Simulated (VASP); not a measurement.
Here is a VASP 6.6.1 calculation.

The input INCAR:

```
PREC = Accurate ; ENCUT = 520
EDIFF = 1E-6 ; ISMEAR = 0
SIGMA = 0.05 ; LREAL = False
LASPH = True ; NELM = 100
ALGO = Normal ; ISIF = 2
LWAVE = False ; LCHARG = False
GGA = PE ; IVDW = 12
NBANDS = 18
```

KPOINTS

```
Automatic mesh
0
Gamma
  6 6 6
```

The input POSCAR:

```
BiTe
1.0
    0.0000000000      3.2072905903      3.2072905903
    3.2072905903      0.0000000000      3.2072905903
    3.2072905903      3.2072905903      0.0000000000
Bi Te
1 1
Direct
    0.5000000000      0.5000000000      0.5000000000
    0.0000000000      0.0000000000      0.0000000000
```

Potentials or basis: VASP PAW PBE potentials, release 64 (Bi_d, Te).

Launch:

```console
$ cat potpaw_PBE.64/Bi_d/POTCAR potpaw_PBE.64/Te/POTCAR > POTCAR
$ mpirun -np 1 vasp_std > vasp.out
```

Task: Estimate the pressure.

Result: -0.1 GPa.

Task: What does it give for the dispersion energy per atom?

Result: -0.464 eV.

Caveat: pairwise dispersion overbinds metals, which lowers pressure and volume.
